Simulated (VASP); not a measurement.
Set up this calculation in VASP 6.6.1, as the native input.

```yaml
Task: single point
Functional: PBE
Potentials_or_basis: VASP PAW PBE potentials, release 64 (Pb_d, S)
Cutoff: 500 eV
k_mesh: 7 × 1 × 1, shifted
Occupations: gaussian, width 0.1 eV
Spin: no spin polarisation
Dipole_correction: no
Further_INCAR_settings: ALGO = Normal; EDIFF = 1e-06; NBANDS = 17; ISYM = 0
```

The structure of PbS lies in POSCAR:

```
PbS
1.0
    2.1126617058      1.2197458045      3.4519162518
   -2.1126617058      1.2197458045      3.4519162518
    0.0000000000     -2.4394916091      3.4519162518
Pb S
1 1
Direct
    0.9805657800      0.9805657800      0.9805657800
    0.4750355500      0.4750355500      0.4750355500
```

One way to write it, as run:

INCAR

```
PREC = Accurate
ENCUT = 500
EDIFF = 1E-6
ISMEAR = 0
SIGMA = 0.1
LREAL = False
LASPH = True
NELM = 120
ALGO = Normal
ISIF = 2
LWAVE = False
LCHARG = False
GGA = PE
ISYM = 0
NBANDS = 17
GGA_COMPAT = False
```

KPOINTS

```
Automatic mesh
0
Gamma
  7 1 1
  0.5 0.5 0.5
```

Potentials or basis: VASP PAW PBE potentials, release 64 (Pb_d, S).

The run is started by

```bash
$ cat potpaw_PBE.64/Pb_d/POTCAR potpaw_PBE.64/S/POTCAR > POTCAR
$ mpirun -np 1 vasp_std > vasp.out
```

Results of the run:

| Item | Value |
| --- | --- |
| Pressure | -3.3 GPa |
| Largest force | 0.036 eV/Å |
| Band gap on the k mesh | 0.65 eV, direct |

Caveat: the k points lie up to 1.82 Å⁻¹ apart; spin-orbit coupling is left out, which moves the levels of the heavy elements.

Run time: 10 s on 1 thread of AMD EPYC 7R13, on a shared host, peak memory 0.14 GiB.
